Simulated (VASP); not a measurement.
Here is a VASP 6.6.1 calculation.

INCAR

```
PREC = Accurate
ENCUT = 520
EDIFF = 1E-6
ISMEAR = -1
SIGMA = 0.1
LREAL = F
LASPH = T
NELM = 100
ALGO = Normal
ISIF = 2
LWAVE = F
LCHARG = F
NBANDS = 20
```

File KPOINTS:

```
Automatic mesh
0
Gamma
  11 11 11
```

Contents of POSCAR:

```
Ga
1.0
    0.0000000000      2.8005758783      2.8005758783
    2.8005758783      0.0000000000      2.8005758783
    2.8005758783      2.8005758783      0.0000000000
Ga
2
Direct
    0.1250000000      0.1250000000      0.1250000000
    0.8750000000      0.8750000000      0.8750000000
```

Potentials or basis: VASP PAW LDA potentials, release 64 (Ga_d).

The run is started by

```sh
$ cat potpaw_LDA.64/Ga_d/POTCAR > POTCAR
$ mpirun -np 1 vasp_std > vasp.out
```

Question: What does it give for the band gap on the k mesh?

Answer: Zero (band 13 reaches 6.45 eV, above the bottom of band 14 at 2.02 eV).

Question: What does it give for the pressure?

Answer: 2.4 GPa.
